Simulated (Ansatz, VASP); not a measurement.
# Two plane-wave programs on Ta4N

```
CELL_PARAMETERS angstrom
4.29069 0.00000 0.00000
0.00000 4.29069 0.00000
0.00000 0.00000 4.29069
ATOMIC_POSITIONS crystal
Ta 0.00000 0.00000 0.00000
Ta 0.50000 0.50000 0.00000
Ta 0.50000 0.00000 0.50000
Ta 0.00000 0.50000 0.50000
N 0.50000 0.50000 0.50000
```

Change from the starting cell: species swapped into the Mn4N type (Pm-3m, No. 221).

Alike in both runs: task relaxation of cell and atoms; functional PBE; k mesh 10 × 10 × 10; occupations gaussian, width 0.1 eV; no spin polarisation.

|  | VASP | Ansatz |
| --- | --- | --- |
| version | VASP 6.6.1 | Ansatz 0.2.0 |
| potentials or method | VASP PAW PBE potentials, release 64 (Ta_pv, N), cutoff 600 eV | scalar-relativistic, plane waves, PAW |
| valence electrons in the cell | 49 | 57 |

```csv
,VASP,Ansatz,Ansatz less VASP
"gap on the k mesh at the Fermi level, each at its own relaxed structure (eV)",none,none,-
relaxed volume (Å³/atom),15.82,15.80,-0.017
relaxed cell length with the largest relative difference (Å),4.292,4.291,-0.0015
```

A gap of «none» marks a metal or a gap that the smearing closes. VASP's potentials hold 49 valence electrons a cell and Ansatz's 57, so a difference there can come from the potentials and not from the codes.

Neither program's run includes spin-orbit coupling.
